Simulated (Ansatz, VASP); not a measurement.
Two plane-wave programs on TePb

The input INCAR:

```
SYSTEM = TePb
ALGO = Normal
EDIFF = 1E-7
ENCUT = 520
GGA = PS
ISIF = 2
ISMEAR = 0
LASPH = .True.
LCHARG = .False.
LREAL = .False.
LWAVE = .False.
NBANDS = 17
NELM = 80
PREC = Accurate
SIGMA = 0.02
```

File KPOINTS:

```
k-points
0
Gamma
  8 8 8
  0 0 0
```

POSCAR

```
TePb
1.0
    0.0000000000      3.2270000000      3.2270000000
    3.2270000000      0.0000000000      3.2270000000
    3.2270000000      3.2270000000      0.0000000000
Te Pb
1 1
Direct
    0.5000000000      0.5000000000      0.5000000000
    0.0936148125     -0.0216222498     -0.0070049582
```

Input for Ansatz:

```yaml
crystal:
  lattice:
    - [0.0, 3.227, 3.227]
    - [3.227, 0.0, 3.227]
    - [3.227, 3.227, 0.0]
  atoms:
    - { symbol: Te, position: [0.5, 0.5, 0.5] }
    - { symbol: Pb, position: [0.0936148125, -0.0216222498, -0.0070049582] }
basis:
  ecutwfc: 420
kpoints:
  mp_grid: { grid: [8, 8, 8] }
hamiltonian:
  xc: pbesol
scf:
  occupations: { method: gaussian, width: 0.02 }
output:
  forces: true
  stress: true
  eigenvalues: true
```

Change from the starting cell: one atom moved.

Alike in both runs: task single point; functional PBEsol; k mesh 8 × 8 × 8; occupations gaussian, width 0.02 eV; no spin polarisation.

|  | VASP | Ansatz |
| --- | --- | --- |
| version | VASP 6.6.1 | Ansatz 0.2.0 |
| potentials or method | VASP PAW PBE potentials, release 64 (Te, Pb_d), cutoff 520 eV | scalar-relativistic, plane waves, PAW |
| valence electrons in the cell | 20 | 30 |

VASP gave:

| Quantity | Value |
| --- | --- |
| gap on the k mesh at the Fermi level (eV) | 0.75 |
| least direct gap on the mesh (eV) | 0.75 |
| pressure (GPa) | 1.5 |
| traceless stress, the component that is largest in VASP (GPa) | -1.51 |
| rms of the force components (eV/Å) | 0.366 |

Question: What did Ansatz give for the same quantities?

Answer: gap on the k mesh at the Fermi level (eV): 0.75; least direct gap on the mesh (eV): 0.75; pressure (GPa): 1.5; traceless stress, the component that is largest in VASP (GPa): -1.50; rms of the force components (eV/Å): 0.362.

VASP's potentials were made for PBE, not for PBEsol. Atom by atom the forces differ by 0.004 eV/Å (rms over components). With one functional, cell and mesh, what is left measures potentials, basis and numerics. VASP's potentials hold 20 valence electrons a cell and Ansatz's 30, so a difference there can come from the potentials and not from the codes.

Spin-orbit coupling is off throughout.
